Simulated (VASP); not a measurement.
Write the native input for VASP 6.6.1 that does the following.

- Task: single point
- Functional: PBE
- Potentials or basis: VASP PAW PBE potentials, release 64 (Mo_sv)
- Cutoff: 500 eV
- k mesh: 10 × 10 × 10
- Occupations: methfessel-paxton, width 0.3 eV
- Spin: no spin polarisation
- Dipole correction: no
- Further INCAR settings: ALGO = Normal; EDIFF = 1e-06; NBANDS = 13

The structure of Mo lies in POSCAR:

```
Mo
1.0
   -1.5734150000      1.5734150000      1.5734150000
    1.5734150000     -1.5734150000      1.5734150000
    1.5734150000      1.5734150000     -1.5734150000
Mo
1
Direct
    0.0000000000      0.0000000000      0.0000000000
```

The input as run:

INCAR

```
SYSTEM = Mo
ALGO = Normal
EDIFF = 1E-6
ENCUT = 500
GGA = PE
GGA_COMPAT = .False.
ISIF = 2
ISMEAR = 1
LASPH = .True.
LCHARG = .True.
LELF = .True.
LREAL = .False.
LVHAR = .True.
LWAVE = .False.
NBANDS = 13
NELM = 120
PREC = Accurate
SIGMA = 0.3
```

KPOINTS

```
k-points
0
Gamma
  10 10 10
  0 0 0
```

Potentials or basis: VASP PAW PBE potentials, release 64 (Mo_sv).

Command:

```sh
$ cat potpaw_PBE.64/Mo_sv/POTCAR > POTCAR
$ mpirun -np 1 vasp_std > vasp.out
```

It gave:

```yaml
Pressure: 3.8 GPa
Band_gap_on_the_k_mesh: zero (band 7 reaches 16.66 eV, above the bottom of band 8 at 11.29 eV)
```

Wall time 7.3 s on 1 thread of Intel(R) Xeon(R) Platinum 8488C (Sapphire Rapids), on a shared host, peak memory 0.12 GiB.
